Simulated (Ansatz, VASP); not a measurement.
**Two plane-wave programs on HgTe**

File INCAR:

```
  PREC = Accurate
  ENCUT = 500
  EDIFF = 1E-6
  ISMEAR = -1
  SIGMA = 0.05
  LREAL = False
  LASPH = True
  NELM = 200
  ALGO = Normal
  ISIF = 2
  LWAVE = False
  LCHARG = False
  MAGMOM = 0 0 0 0 0 0
  LORBIT = 11
  LSORBIT = True
  GGA_COMPAT = False
  LORBMOM = True
  GGA = PE
  NBANDS = 30
```

KPOINTS

```
regular mesh
0
Gamma
  5 5 5
```

POSCAR

```
HgTe
1.0
    0.0000000000      3.2145000000      3.2145000000
    3.2145000000      0.0000000000      3.2145000000
    3.2145000000      3.2145000000      0.0000000000
Hg Te
1 1
Direct
    0.0000000000      0.0000000000      0.0000000000
    0.7500000000      0.7500000000      0.7500000000
```

input.yaml

```yaml
crystal:
  lattice:
    - [0.0, 3.2145, 3.2145]
    - [3.2145, 0.0, 3.2145]
    - [3.2145, 3.2145, 0.0]
  atoms:
    - { symbol: Hg, position: [0.0, 0.0, 0.0] }
    - { symbol: Te, position: [0.75, 0.75, 0.75] }
hamiltonian:
  xc: pbe
  pseudopotentials: { kind: paw_fr }
magnetization:
  noncollinear: true
  spin_orbit: true
kpoints:
  mp_grid: { grid: [5, 5, 5] }
  band_path:
    path:
      - [[0.0, 0.0, 0.0], [0.5, 0.0, 0.5], [0.5, 0.25, 0.75], [0.375, 0.375, 0.75], [0.0, 0.0, 0.0], [0.5, 0.5, 0.5], [0.625, 0.25, 0.625], [0.5, 0.25, 0.75], [0.5, 0.5, 0.5], [0.375, 0.375, 0.75]]
      - [[0.625, 0.25, 0.625], [0.5, 0.0, 0.5]]
    npoints: 14
scf:
  occupations: { method: fermi_dirac, width: 0.05 }
  n_extra_bands: 6
output:
  forces: true
  stress: true
  eigenvalues: true
  fatbands: false
```

Alike in both runs: functional PBE; k mesh 5 × 5 × 5; occupations fermi-dirac, width 0.05 eV; non-collinear spin, spin-orbit coupling.

|  | VASP | Ansatz |
| --- | --- | --- |
| version | VASP 6.6.1 | Ansatz 0.2.0 |
| potentials or method | VASP PAW PBE potentials, release 64 (Hg, Te) | Ansatz PAW |
| plane-wave cutoff (eV) | 500 | 420 |
| valence electrons in the cell | 18 | 36 |
| task | single point | band structure |

|  | VASP | Ansatz | Ansatz less VASP |
| --- | --- | --- | --- |
| pressure (GPa) | 4.5 | 4.2 | -0.27 |
| net moment per atom (μB) | 0.00 | 0.00 | 0.000 |

VASP's potentials hold 18 valence electrons a cell and Ansatz's 36, so a difference there can come from the potentials and not from the codes.
